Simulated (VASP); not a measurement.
Sn: single point with PBEsol

Crystal: Sn.

```
Sn
1.0
     0.00000    3.00912    3.40161
     3.00912    0.00000    3.40161
     3.00912    3.00912    0.00000
Sn
2
Direct
  0.50000 0.50000 0.50000
  0.75000 0.75000 0.75000
```

This cell differs from its parent crystal: strain -0.080 along x and y, +0.040 along z.

- Program: VASP 6.6.1
- Task: single point
- Functional: PBEsol
- Potentials or basis: VASP PAW PBE potentials, release 64 (Sn_d)
- Cutoff: 520 eV
- k mesh: 16 × 16 × 16
- Occupations: gaussian, width 0.15 eV
- Spin: no spin polarisation
- Dipole correction: no
- Further INCAR settings: ALGO = Fast; EDIFF = 1e-06; NBANDS = 21

| Property | Result |
| --- | --- |
| Pressure | 6.8 GPa |
| Band gap on the k mesh | zero (bands 14 and 15 overlap by 0.51 eV) |

Stress tensor (GPa, compression positive):
```
8.37 0.00 0.00
0.00 8.37 0.00
0.00 0.00 3.79
```

Levels at points of the mesh, in eV from the Fermi level:
| k point | band 12 | band 13 | band 14 | band 15 | band 16 | band 17 |
| --- | --- | --- | --- | --- | --- | --- |
| (0.00, 0.00, 0.00) | -0.72 | -0.23 | 0.28 | 0.28 | 1.92 | 1.92 |
| (0.50, 0.00, 0.00) | -6.89 | -1.93 | -0.88 | -0.23 | 3.07 | 3.46 |
| (0.50, 0.50, 0.00) | -8.39 | -2.43 | -2.43 | 1.09 | 1.09 | 8.10 |
| (0.50, 0.00, 0.50) | -7.85 | -3.16 | -3.16 | 0.22 | 0.22 | 7.51 |

Run time: 2.8 min on 1 thread of Intel(R) Xeon(R) 6975P-C (Granite Rapids), with other jobs on the host, peak memory 0.46 GiB.

Caveat: the cell differs from its parent crystal (strain -0.080 along x and y, +0.040 along z); the cell stands under pressure; the PAW data sets were made with another functional, which shifts forces and pressure a little; spin-orbit coupling is left out, which moves the levels of the heavy elements.
